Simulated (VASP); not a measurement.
A run of VASP 6.6.1 is set up as follows.

The input INCAR:

```
SYSTEM = Li
ALGO = Normal
EDIFF = 1E-7
EDIFFG = -0.01
ENCUT = 600
GGA = PS
IBRION = 2
ISIF = 3
ISMEAR = -1
LASPH = .True.
LCHARG = .False.
LREAL = .False.
LWAVE = .False.
NELM = 60
NSW = 60
PREC = Accurate
PSTRESS = 200.0
SIGMA = 0.05
```

KPOINTS

```
k-points
0
Gamma
  10 10 10
  0 0 0
```

Contents of POSCAR:

```
Li
1.0
    0.0000000000      2.2020000000      2.2020000000
    2.2020000000      0.0000000000      2.2020000000
    2.2020000000      2.2020000000      0.0000000000
Li
1
Direct
    0.0000000000      0.0000000000      0.0000000000
```

Potentials or basis: VASP PAW PBE potentials, release 64 (Li_sv).

Command:

```sh
$ cat potpaw_PBE.64/Li_sv/POTCAR > POTCAR
$ mpirun -np 1 vasp_std > vasp.out
```

Q: Estimate the band gap on the k mesh.

A: Zero (an odd number of electrons rules out a gap without spin polarisation).

Q: Predict the space group after relaxing (to 0.1 Å).

A: Fm-3m (No. 225).

Final structure:
```
Li
1.0
     0.00000    1.78722    1.78722
     1.78722    0.00000    1.78722
     1.78722    1.78722    0.00000
Li
1
Cartesian
  0.0000 0.0000 0.0000
```
